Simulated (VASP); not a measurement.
# TiAl27 in VASP: notebook

The runs below take TiAl27 through single point, with PBEsol.

Everything below comes from runs of VASP 6.6.1. Logs are shortened: lines on timing, memory, paths and dates and some standing lists are left out, and cuts for length are marked.

## (1) The cell of the first run

The cell holds a slab with vacuum, 28 atoms: a = 8.591 Å, b = 8.591 Å, c = 15.050 Å, α = 90.00°, β = 90.00°, γ = 90.00°.

## (2) Single point, PBEsol

Input file INCAR:

```
SYSTEM = TiAl27
PREC = Accurate
ENCUT = 520
EDIFF = 1E-7
ISMEAR = -1
SIGMA = 0.1
LREAL = Auto
LASPH = .TRUE.
NELM = 100
ALGO = Normal
ISIF = 2
LWAVE = .FALSE.
LCHARG = .FALSE.
GGA = PS
NBANDS = 66
```

Input file KPOINTS:

```
Automatic mesh
0
G
  1 1 1
  0 0 0
```

Input file POSCAR:

```
TiAl27
1.0
    8.5913470000      0.0000000000      0.0000000000
    0.0000000000      8.5913470000      0.0000000000
    0.0000000000      0.0000000000     15.0500000000
Al Ti
27 1
Direct
    0.0000000000      0.0000000000      0.0664451827
    0.3333353897      0.0000000000      0.0664451827
    0.6666707793      0.0000000000      0.0664451827
    0.0000000000      0.3333353897      0.0664451827
    0.3333353897      0.3333353897      0.0664451827
    0.6666707793      0.3333353897      0.0664451827
    0.0000000000      0.6666707793      0.0664451827
    0.3333353897      0.6666707793      0.0664451827
    0.6666707793      0.6666707793      0.0664451827
    0.1595209692      0.1704505708      0.1873621262
    0.4638737092      0.1878983587      0.2118604651
    0.8507513432      0.1540503486      0.1874352159
    0.1870952250      0.5121664857      0.2036013289
    0.5238643021      0.4883634662      0.2103787375
    0.8360505052      0.5215130992      0.2084252492
    0.1298515821      0.8688509497      0.1990697674
    0.4866640819      0.8097682471      0.2042591362
    0.8347701472      0.8296021567      0.2006511628
    0.0002793508      0.0297625041      0.3305980066
    0.2892794343     -0.0309613848      0.3425049834
    0.6650994309      0.0299370983      0.3070299003
   -0.0065181863      0.3240818931      0.3233421927
    0.2888604080      0.3242332081      0.3389966777
    0.6745275217      0.3378748408      0.3402126246
    0.0036082817      0.7160925988      0.3453754153
    0.3286911820      0.6566490680      0.3417607973
    0.6731074883      0.6435195785      0.3386378738
    0.8030289080      0.8636945988      0.4270830565
```

Potentials or basis: VASP PAW PBE potentials, release 64 (Al, Ti_sv).

Command:

```sh
cat potpaw_PBE.64/Al/POTCAR potpaw_PBE.64/Ti_sv/POTCAR > POTCAR
mpirun -np 1 vasp_gam > vasp.out
```

OUTCAR:

```text
SYSTEM = TiAl27
   PREC = Accurate
   ENCUT = 520
   EDIFF = 1E-7
   ISMEAR = -1
   LREAL = Auto
   LASPH = .TRUE.
   NELM = 100
   ISIF = 2
   GGA = PS

 ion  position               nearest neighbor table
   1  0.000  0.000  0.066-  16 2.55  12 2.59  10 2.71   7 2.86   3 2.86   2 2.86   4 2.86  18 2.87

   2  0.333  0.000  0.066-  10 2.77   8 2.86   3 2.86   1 2.86   5 2.86  16 2.88  11 2.94  17 2.95

   3  0.667  0.000  0.066-  12 2.75   9 2.86   1 2.86   2 2.86   6 2.86  18 2.88  17 3.06  11 3.23

   4  0.000  0.333  0.066-  10 2.67  12 2.71   6 2.86   7 2.86   1 2.86   5 2.86  15 3.03  13 3.03

   5  0.333  0.333  0.066-  10 2.74  11 2.76  13 2.86   8 2.86   6 2.86   4 2.86   2 2.86  14 3.02

   6  0.667  0.333  0.066-  14 2.82  12 2.86   4 2.86   5 2.86   9 2.86   3 2.86  15 3.05  11 3.06

   7  0.000  0.667  0.066-  18 2.84  15 2.85   1 2.86   9 2.86   4 2.86   8 2.86  16 2.87  13 2.93

   8  0.333  0.667  0.066-  17 2.75  13 2.76   2 2.86   5 2.86   9 2.86   7 2.86  14 3.12  16 3.17

   9  0.667  0.667  0.066-  18 2.85   7 2.86   3 2.86   8 2.86   6 2.86  17 2.86  15 2.87  14 2.92

  10  0.160  0.170  0.187-  16 2.61  11 2.64  12 2.66   4 2.67   1 2.71   5 2.74   2 2.77  22 2.82
                            19 2.82  23 2.86  13 2.96  20 3.11
  11  0.464  0.188  0.212-  21 2.62  14 2.63  10 2.64  23 2.70   5 2.76   2 2.94  24 2.94   6 3.06
                            20 3.11   3 3.23  17 3.26  12 3.36
  12  0.851  0.154  0.187-   1 2.59  21 2.63  10 2.66   4 2.71  19 2.73   3 2.75  22 2.80  18 2.80
                             6 2.86  24 3.17  15 3.18  11 3.36
  13  0.187  0.512  0.204-  26 2.71  23 2.74   8 2.76   5 2.86  14 2.90   7 2.93  22 2.94  10 2.96
                            15 3.02   4 3.03  16 3.10  25 3.18
  14  0.524  0.488  0.210-  11 2.63  27 2.67  24 2.68  15 2.70  17 2.78   6 2.82  13 2.90   9 2.92
                            26 2.97   5 3.02   8 3.12  23 3.13
  15  0.836  0.522  0.208-  27 2.63  18 2.65  14 2.70  22 2.77   7 2.85   9 2.87  24 2.89  13 3.02
                            25 3.02   4 3.03   6 3.05  12 3.18
  16  0.130  0.869  0.199-   1 2.55  18 2.56  10 2.61  19 2.66  20 2.70  25 2.78   7 2.87   2 2.88
                            13 3.10  17 3.11   8 3.17  26 3.29
  17  0.487  0.810  0.204-   8 2.75  14 2.78  26 2.80   9 2.86  21 2.88  27 2.95   2 2.95  18 3.00
                            20 3.01   3 3.06  16 3.11  11 3.26
  18  0.835  0.830  0.201-  16 2.56  15 2.65  21 2.77  25 2.79  12 2.80   7 2.84   9 2.85   1 2.87
                             3 2.88  27 2.97  19 2.97  17 3.00
  19  0.000  0.030  0.331-  22 2.53  20 2.54  28 2.65  16 2.66  25 2.70  12 2.73  10 2.82  21 2.90
                            18 2.97
  20  0.289  0.969  0.343-  19 2.54  16 2.70  26 2.71  17 3.01  23 3.05  11 3.11  10 3.11  25 3.28
                            21 3.31
  21  0.665  0.030  0.307-  28 2.59  11 2.62  12 2.63  24 2.69  18 2.77  17 2.88  19 2.90  20 3.31
                            27 3.35
  22  0.993  0.324  0.323-  19 2.53  23 2.55  24 2.75  15 2.77  12 2.80  10 2.82  13 2.94
  23  0.289  0.324  0.339-  22 2.55  11 2.70  13 2.74  10 2.86  26 2.88  20 3.05  14 3.13  24 3.32

  24  0.675  0.338  0.340-  27 2.63  14 2.68  21 2.69  22 2.75  15 2.89  11 2.94  12 3.17  23 3.32

  25  0.004  0.716  0.345-  28 2.47  19 2.70  16 2.78  18 2.79  26 2.84  27 2.91  15 3.02  13 3.18
                            20 3.28
  26  0.329  0.657  0.342-  20 2.71  13 2.71  17 2.80  25 2.84  23 2.88  27 2.96  14 2.97  16 3.29

  27  0.673  0.644  0.339-  28 2.57  24 2.63  15 2.63  14 2.67  25 2.91  17 2.95  26 2.96  18 2.97
                            21 3.35
  28  0.803  0.864  0.427-  25 2.47  27 2.57  21 2.59  19 2.65

  LATTYP: Found a simple tetragonal cell.
 ALAT       =     8.5913470000
 C/A-ratio  =     1.7517625583

  Lattice vectors:

 A1 = (   8.5913470000,   0.0000000000,   0.0000000000)
 A2 = (   0.0000000000,   8.5913470000,   0.0000000000)
 A3 = (   0.0000000000,   0.0000000000,  15.0500000000)

Analysis of symmetry for initial positions (statically):
[... 44 lines left out ...]
   TEBEG  =    0.0;   TEEND  =   0.0 temperature during run
   PSTRESS=    0.0 pullay stress
   NELECT =      93.0000    total number of electrons
   NUPDOWN=      -1.0000    fix difference up-down
   EMIN   =  10.00;   EMAX   =-10.00  energy-range for DOS
   EFERMI =   0.00;   METHOD = LEGACY
   ISMEAR =    -1;   SIGMA  =   0.10  broadening in eV -4-tet -1-fermi 0-gaus
   EFERMI_NEDOS =   21; number of points for ismear=-14 and -15
   IALGO  =     38    algorithm
   IMIX   =      4    mixing-type and parameters
     AMIX     =   0.40;   BMIX     =  1.00
     AMIX_MAG =   1.60;   BMIX_MAG =  1.00
  volume/ion in A,a.u.               =      39.67       267.73
  Fermi-wavevector in a.u.,A,eV,Ry     =   0.716170  1.353365  6.978421  0.512900
  Thomas-Fermi vector in A             =   1.804521
   LORBIT       =      0    0 simple, 1 ext, 2 COOP (PROOUT), +10 PAW based schemes
   GGA     = PS    functional components
   LHFCALC =     F    Hartree Fock is set to
   AEXX    =    0.0000 exact exchange contribution
   IVDW    =     0    specifies the selected vdW correction
   LEPSILON=     F    determine dielectric tensor
   LRPA    =     F    only Hartree local field effects (RPA)
 non-spin polarized calculation
  energy-cutoff  :      520.00
  volume of cell :     1110.86
 maximum number of plane-waves:     14948
 NGX is ok and might be reduce to    64
   NGX = 31   NGY = 31   NGZ = 55

 number of electron      93.0000000 magnetization

 Free energy of the ion-electron system (eV)
  ---------------------------------------------------
  ext. energy  EPLUGINS =         0.00000000
  ---------------------------------------------------
  free energy    TOTEN  =       -99.25234674 eV

  energy without entropy =      -98.53266505  energy(sigma->0) =      -98.89250590

 E-fermi :   0.9727     XC(G=0):  -5.5370

 val. band max:        0.9408550448   @ k =   0.0000   0.0000   0.0000
 cond. band min:       1.0202723480   @ k =   0.0000   0.0000   0.0000
 fundamental gap:      0.0794173032
 Fermi energy:         0.9726938112

 k-point     1 :       0.0000    0.0000    0.0000
  band No.  band energies     occupation
      1     -55.8050      2.00000
      2     -32.3745      2.00000
      3     -32.1611      2.00000
      4     -32.1153      2.00000
      5      -9.1971      2.00000
      6      -7.5520      2.00000
[... 50 lines left out ...]
     57       1.8697      0.00025
     58       1.9696      0.00009
 [bands above 58 left out]

------------------------ aborting loop because EDIFF is reached ----------------------------------------

  FORCE on cell =-STRESS in cart. coord.  units (eV):
  Direction    XX          YY          ZZ          XY          YZ          ZX
  --------------------------------------------------------------------------------------
  -------------------------------------------------------------------------------------
  Total        2.3241601      3.0115800     -5.7945389      0.4010342     -0.7393283      0.6795692
  in kB        3.3521049      4.3435614     -8.3573857      0.5784062     -1.0663233      0.9801335
  external PRESSURE =      -0.2205731 kB  Pullay stress =       0.0000000 kB

 VOLUME and BASIS-vectors are now :
 -----------------------------------------------------------------------------
  energy-cutoff  :      520.00
  volume of cell :     1110.86
      direct lattice vectors                 reciprocal lattice vectors
     8.591347000  0.000000000  0.000000000     0.116396183  0.000000000  0.000000000
     0.000000000  8.591347000  0.000000000     0.000000000  0.116396183  0.000000000
     0.000000000  0.000000000 15.050000000     0.000000000  0.000000000  0.066445183

 POSITION                                       TOTAL-FORCE (eV/Angst)
 -----------------------------------------------------------------------------------
      0.00000      0.00000      1.00000        -0.168080     -0.446706     -0.493920
      2.86380      0.00000      1.00000         0.011524      0.106793      0.275324
      5.72760      0.00000      1.00000         0.015240     -0.155196      0.531951
      0.00000      2.86380      1.00000        -0.116788      0.511404      0.180229
      2.86380      2.86380      1.00000         0.241238      0.181190     -0.334123
      5.72760      2.86380      1.00000        -0.114977      0.185271      0.228477
[... 20 lines left out ...]
      5.78290      5.52870      5.09650        -0.430077      0.327208      0.212484
      6.89910      7.42030      6.42760        -0.464835      0.438509     -0.195799
 -----------------------------------------------------------------------------------
    total drift:                                0.009043     -0.006949     -0.012929

  FREE ENERGIE OF THE ION-ELECTRON SYSTEM (eV)
  ---------------------------------------------------
  free  energy   TOTEN  =       -99.2523467431 eV

  energy  without entropy=      -98.5326650547  energy(sigma->0) =      -98.89250590
```

Run time: 5.9 min. Hardware: 1 thread of Intel Xeon 8259CL, shared host; peak memory 0.78 GiB.

Results:

- Free energy: -99.2523 eV
- Largest force: 1.838 eV/Å
- Band gap on the k mesh: zero (an odd number of electrons rules out a gap without spin polarisation)

Forces on the atoms (eV/Å):
```
Al  -0.168 -0.447 -0.494
Al   0.012  0.107  0.275
Al   0.015 -0.155  0.532
Al  -0.117  0.511  0.180
Al   0.241  0.181 -0.334
Al  -0.115  0.185  0.228
Al   0.000  0.206  0.371
Al  -0.165 -0.121  0.291
Al   0.158 -0.050  0.521
Al   0.012  0.176  0.584
Al   0.695 -0.491 -0.206
Al  -0.550  0.635  0.148
Al  -0.702 -0.055 -0.156
Al  -0.730  0.571 -0.547
Al   0.477 -0.839 -0.625
Al   1.350 -1.243 -0.097
Al   0.164  0.635  0.014
Al  -0.822  0.327  0.270
Al  -0.496 -0.344  0.420
Al   0.694  0.110 -0.178
Al  -0.166 -0.452 -0.151
Al  -0.493  0.757 -0.307
Al   0.547  0.021 -0.036
Al  -0.043 -0.195 -0.008
Al   0.814 -0.572 -0.712
Al   0.283 -0.226  0.001
Al  -0.430  0.327  0.212
Ti  -0.465  0.439 -0.196
```

Levels at points of the mesh, in eV from the Fermi level:
```csv
k point,band 42,band 43,band 44,band 45,band 46,band 47,band 48,band 49,band 50,band 51
"(0.00, 0.00, 0.00)",-0.60,-0.53,-0.33,-0.22,-0.03,0.05,0.06,0.15,0.27,0.32
```

Caveat: the k points lie up to 0.73 Å⁻¹ apart, too coarse for converged energies and pressures of a metal; the atoms stand as in a frame of molecular dynamics; there is no dipole correction, which matters where the two faces differ; the PAW data sets were made with another functional, which shifts forces and pressure a little.

## (3) Single point, PBEsol

Input file INCAR:

```
SYSTEM = TiAl27
PREC     = Accurate       ! precision mode
ENCUT    = 520            ! plane-wave cutoff, eV
EDIFF    = 1E-6           ! SCF threshold, eV
ISMEAR   = -1             ! smearing method
SIGMA    = 0.1            ! smearing width, eV
LREAL    = Auto         
LASPH    = .True.         ! aspherical terms in the spheres
NELM     = 60             ! most SCF steps
ALGO     = Normal         ! electronic algorithm
ISIF     = 2              ! what is computed and relaxed
LWAVE    = .False.        ! write WAVECAR
LCHARG   = .False.        ! write CHGCAR
GGA      = PS             ! functional
NBANDS   = 66             ! bands
```

Input file KPOINTS:

```
regular mesh
0
Gamma
  1 1 1
  0 0 0
```

Input file POSCAR:

```
TiAl27
1.0
    8.5913470000      0.0000000000      0.0000000000
    0.0000000000      8.5913470000      0.0000000000
    0.0000000000      0.0000000000     15.0500000000
Al Ti
27 1
Direct
    0.0000000000      0.0000000000      0.0664451827
    0.3333353897      0.0000000000      0.0664451827
    0.6666707793      0.0000000000      0.0664451827
    0.0000000000      0.3333353897      0.0664451827
    0.3333353897      0.3333353897      0.0664451827
    0.6666707793      0.3333353897      0.0664451827
    0.0000000000      0.6666707793      0.0664451827
    0.3333353897      0.6666707793      0.0664451827
    0.6666707793      0.6666707793      0.0664451827
    0.1769920363      0.1676687020      0.1959601329
    0.4956964257      0.1677967378      0.1860199336
    0.8271112784      0.1859196235      0.2061063123
    0.1388839259      0.4952424806      0.1815215947
    0.4874322967      0.4990253566      0.1937607973
    0.8215824597      0.4932171870      0.1944651163
    0.1274538207      0.8258425600      0.1902591362
    0.5196042018      0.8301026603      0.2044784053
    0.8405317583      0.8612968374      0.2313355482
    0.0057848903      0.0099867925      0.3489700997
    0.2966589523     -0.0067858975      0.3590431894
    0.6111265207      0.0323348597      0.3339401993
   -0.0244897570      0.3175055087      0.3458139535
    0.3199963871      0.3589192707      0.3138073090
    0.6122090052      0.3196006400      0.3456212625
   -0.0226390576      0.6225217070      0.3440465116
    0.3143977306      0.6887162164      0.3602923588
    0.6324386618      0.6292144876      0.3247043189
    0.7763159840      0.8358759110      0.4058538206
```

Potentials or basis: VASP PAW PBE potentials, release 64 (Al, Ti_sv).

Command:

```sh
cat potpaw_PBE.64/Al/POTCAR potpaw_PBE.64/Ti_sv/POTCAR > POTCAR
mpirun -np 1 vasp_gam > vasp.out
```

It took 5.5 min on 1 thread of Intel Xeon 8259CL, shared host; peak memory 0.77 GiB.

It converged, with:

| Item | Value |
| --- | --- |
| Free energy | -99.4602 eV |
| Largest force | 1.619 eV/Å |
| Band gap on the k mesh | zero (an odd number of electrons rules out a gap without spin polarisation) |

Forces in eV/Å, atoms in the order of the input:
```
Al  -0.303  0.289  0.278
Al  -0.294 -0.315  0.006
Al   0.262 -0.185  0.284
Al  -0.157 -0.571 -0.329
Al  -0.180  0.066 -0.406
Al  -0.181 -0.125 -0.002
Al  -0.825  0.034 -0.238
Al  -0.057  0.248  0.036
Al   0.188  0.212  0.131
Al  -0.881 -0.234  0.182
Al   0.195  0.176  0.584
Al  -0.022 -0.791 -0.383
Al   0.783  0.209  1.229
Al   0.223 -0.033 -0.313
Al   0.063  0.450  0.097
Al   1.469  0.208  0.648
Al  -0.554  0.071 -0.175
Al  -1.092 -0.454 -0.212
Al  -0.381  0.139 -0.063
Al   0.783  0.318 -0.135
Al  -0.262 -0.053 -0.451
Al   0.254  0.137 -0.173
Al  -0.673 -0.067 -0.179
Al   0.485  0.673 -0.026
Al  -0.042  0.561 -0.143
Al  -0.016 -0.300 -0.269
Al   0.217 -0.297 -0.083
Ti   0.998 -0.366  0.103
```

Levels at points of the mesh, in eV from the Fermi level:
| k point | band 42 | band 43 | band 44 | band 45 | band 46 | band 47 | band 48 | band 49 | band 50 | band 51 |
| --- | --- | --- | --- | --- | --- | --- | --- | --- | --- | --- |
| (0.00, 0.00, 0.00) | -0.43 | -0.41 | -0.27 | -0.18 | -0.08 | 0.00 | 0.05 | 0.19 | 0.39 | 0.47 |

Caveat: the k points lie up to 0.73 Å⁻¹ apart, too coarse for converged energies and pressures of a metal; the atoms stand as in a frame of molecular dynamics; there is no dipole correction, which matters where the two faces differ; the PAW data sets were made with another functional, which shifts forces and pressure a little.

## (4) Single point, PBEsol

Input file INCAR:

```
SYSTEM = TiAl27
PREC = Accurate
ENCUT = 520
EDIFF = 1E-6
ISMEAR = -1
SIGMA = 0.1
LREAL = Auto
LASPH = .TRUE.
NELM = 60
ALGO = Normal
ISIF = 2
LWAVE = .FALSE.
LCHARG = .TRUE.
GGA = PS
LELF = .TRUE.
LVHAR = .TRUE.
NBANDS = 66
```

Input file KPOINTS:

```
Automatic mesh
0
G
  1 1 1
  0 0 0
```

Input file POSCAR:

```
TiAl27
1.0
    8.5913470000      0.0000000000      0.0000000000
    0.0000000000      8.5913470000      0.0000000000
    0.0000000000      0.0000000000     15.0500000000
Al Ti
27 1
Direct
    0.0000000000      0.0000000000      0.0664451827
    0.3333353897      0.0000000000      0.0664451827
    0.6666707793      0.0000000000      0.0664451827
    0.0000000000      0.3333353897      0.0664451827
    0.3333353897      0.3333353897      0.0664451827
    0.6666707793      0.3333353897      0.0664451827
    0.0000000000      0.6666707793      0.0664451827
    0.3333353897      0.6666707793      0.0664451827
    0.6666707793      0.6666707793      0.0664451827
    0.1560640025      0.1843482751      0.1970897010
    0.5047520488      0.1529096660      0.1893820598
    0.8234098797      0.1845112297      0.1861727575
    0.1471014964      0.4869550724      0.1948903654
    0.4803670484      0.5309644693      0.1943521595
    0.8223972329      0.5032156192      0.1770830565
    0.1524673605      0.8325469801      0.1742923588
    0.5010040917      0.8386112213      0.1916611296
    0.7795983563      0.8026448006      0.2179800664
    0.0223015087     -0.0075773915      0.3291162791
    0.3531227408      0.0005936205      0.3175880399
    0.7006235460      0.0179250122      0.3180598007
    0.0455807454      0.3502943136      0.3417076412
    0.3819307962      0.3690573783      0.3274352159
    0.7140440259      0.3384801010      0.3196345515
    0.0026072745      0.6615027888      0.3021063123
    0.2773255463      0.7100981953      0.3415083056
    0.5905476755      0.6281436427      0.3644584718
    0.8218385313      0.8004914712      0.4163455150
```

Command:

```sh
cat potpaw_PBE.64/Al/POTCAR potpaw_PBE.64/Ti_sv/POTCAR > POTCAR
mpirun -np 1 vasp_gam > vasp.out
```

It took 5.7 min on 1 thread of Intel Xeon 8259CL, shared host; peak memory 0.77 GiB.

Results (log left out):

```
Free energy            : -99.1971 eV
Largest force          : 1.604 eV/Å
Band gap on the k mesh : zero (an odd number of electrons rules out a gap without spin polarisation)
```

Forces on the atoms (eV/Å):
```
Al  -0.761  0.415  0.019
Al  -0.047  0.277  0.090
Al   0.326 -0.316  0.122
Al   0.062 -0.185 -0.424
Al  -0.020 -0.127 -0.012
Al  -0.777  0.018 -0.144
Al  -0.347 -0.076 -0.094
Al  -0.222 -0.028 -0.100
Al  -0.285  0.441 -0.017
Al   0.272 -1.114 -0.150
Al  -0.181  1.029  0.165
Al   0.745 -0.856 -0.090
Al   1.133  0.614 -0.652
Al   0.733 -0.752 -0.277
Al   0.064 -0.147  0.820
Al   0.646  0.063  1.316
Al  -1.064 -0.130 -0.306
Al   1.569 -0.289 -0.169
Al  -0.030 -0.011 -0.181
Al  -0.367  0.630  0.103
Al  -0.552  0.480  0.330
Al  -0.035 -0.563  0.362
Al  -0.417 -0.179 -0.133
Al  -0.265  0.412  0.475
Al  -1.075  0.188  0.172
Al   1.069 -0.075  0.243
Al  -0.386  0.003 -0.355
Ti   0.213  0.280 -1.113
```

Levels at points of the mesh, in eV from the Fermi level:
```csv
k point,band 43,band 44,band 45,band 46,band 47,band 48,band 49,band 50
"(0.00, 0.00, 0.00)",-0.41,-0.30,-0.17,-0.02,0.01,0.07,0.12,0.23
```

Caveat: the k points lie up to 0.73 Å⁻¹ apart, too coarse for converged energies and pressures of a metal; the atoms stand as in a frame of molecular dynamics; there is no dipole correction, which matters where the two faces differ; the PAW data sets were made with another functional, which shifts forces and pressure a little.

## (5) Overview

```csv
cell,gap on the mesh (eV),largest force (eV/Å)
"as given, atomic positions A",none,1.84
"as given, atomic positions B",none,1.62
"as given, atomic positions C",none,1.60
```

Alike in all rows: task single point; level PBEsol; potentials or basis VASP PAW PBE potentials, release 64 (Al, Ti_sv); no spin polarisation; k mesh 1 × 1 × 1; cutoff (eV) 520; smearing fermi-dirac 0.1 eV.

Caveats: all runs use coarse meshes; the atoms stand as in a frame of molecular dynamics; there is no dipole correction, which matters where the two faces differ; the PAW data sets were made with another functional, which shifts forces and pressure a little.

Total energies depend on the potentials used, so only differences within one code and one set of settings carry meaning.

The gap in the log of VASP goes by the Fermi energy; the results here count the filled bands.